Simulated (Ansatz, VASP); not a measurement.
## One calculation of Al2Rh, two programs

The input INCAR:

```
PREC = Accurate ; ENCUT = 520
EDIFF = 1E-6 ; ISMEAR = 0
SIGMA = 0.1 ; LREAL = False
LASPH = True ; NELM = 80
ALGO = Normal ; ISIF = 2
LWAVE = False ; LCHARG = True
GGA = PE ; LELF = True
LVHAR = True ; NBANDS = 30
```

KPOINTS

```
regular mesh
0
Gamma
  4 4 6
```

POSCAR

```
Al2Rh
1.0
    4.7966999600      0.0000000000      0.0000000000
    0.0000000000      4.7966999600      0.0000000000
    0.0000000000      0.0000000000      3.1653034600
Al Rh
4 2
Direct
    0.3030000000      0.3030000000      0.0000000000
    0.1970000000      0.8030000000      0.5000000000
    0.6970000000      0.6970000000      0.0000000000
    0.8030000000      0.1970000000      0.5000000000
    0.0000000000      0.0000000000      0.0000000000
    0.5000000000      0.5000000000      0.5000000000
```

Input for Ansatz:

```yaml
crystal:
  lattice:
    - [4.79669996, 0.0, 0.0]
    - [0.0, 4.79669996, 0.0]
    - [0.0, 0.0, 3.16530346]
  atoms:
    - { symbol: Al, position: [0.303, 0.303, 0.0] }
    - { symbol: Al, position: [0.197, 0.803, 0.5] }
    - { symbol: Al, position: [0.697, 0.697, 0.0] }
    - { symbol: Al, position: [0.803, 0.197, 0.5] }
    - { symbol: Rh, position: [0.0, 0.0, 0.0] }
    - { symbol: Rh, position: [0.5, 0.5, 0.5] }
basis:
  ecutwfc: 420
kpoints:
  mp_grid: { grid: [4, 4, 6] }
hamiltonian:
  xc: pbe
scf:
  occupations: { method: gaussian, width: 0.1 }
  lower_state_search: "off"
output:
  forces: true
  stress: true
  eigenvalues: true
```

Change from the starting cell: species swapped into the MgF2 type (P4_2/mnm, No. 136).

Alike in both runs: task single point; functional PBE; k mesh 4 × 4 × 6; occupations gaussian, width 0.1 eV; no spin polarisation.

|  | VASP | Ansatz |
| --- | --- | --- |
| version | VASP 6.6.1 | Ansatz 0.2.0 |
| potentials or method | VASP PAW PBE potentials, release 64 (Al, Rh_pv), cutoff 520 eV | scalar-relativistic, plane waves, PAW |
| valence electrons in the cell | 42 | 46 |

```csv
,VASP,Ansatz,Ansatz less VASP
gap on the k mesh at the Fermi level (eV),none,none,-
rms of the force components (eV/Å),0.668,0.670,+0.0023
```

Atom by atom the forces differ by 0.002 eV/Å (rms over components). A gap of «none» marks a metal or a gap that the smearing closes. VASP's potentials hold 42 valence electrons a cell and Ansatz's 46, so a difference there can come from the potentials and not from the codes.
